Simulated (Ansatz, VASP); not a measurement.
## Two plane-wave programs on TeF

```xyz
4
Lattice="0.0000 3.6753 3.6753 3.6753 0.0000 3.6753 3.6753 3.6753 0.0000" Properties=species:S:1:pos:R:3 pbc="T T T"
Te    5.5130    5.5130    5.5130
Te    3.6753    3.6753    3.6753
F     1.8377    1.8377    1.8377
F     0.0000    0.0000    0.0000
```

Change from the starting cell: species swapped into the LiZn type (Fd-3m, No. 227).

Alike in both runs: task single point; functional PBE; k mesh 4 × 4 × 4; occupations gaussian, width 0.1 eV; no spin polarisation.

|  | VASP | Ansatz |
| --- | --- | --- |
| version | VASP 6.6.1 | Ansatz 0.2.0 |
| potentials or method | VASP PAW PBE potentials, release 64 (Te, F), cutoff 520 eV | scalar-relativistic, plane waves, PAW |
| valence electrons in the cell | 26 | 46 |

|  | VASP | Ansatz | Ansatz less VASP |
| --- | --- | --- | --- |
| gap on the k mesh at the Fermi level (eV) | none | none | - |
| pressure (GPa) | -11.7 | -11.5 | +0.19 |

A gap of «none» marks a metal or a gap that the smearing closes. VASP's potentials hold 26 valence electrons a cell and Ansatz's 46, so a difference there can come from the potentials and not from the codes.

The k mesh is coarse, so the values compare programs but aren't converged. Neither program's run includes spin-orbit coupling.
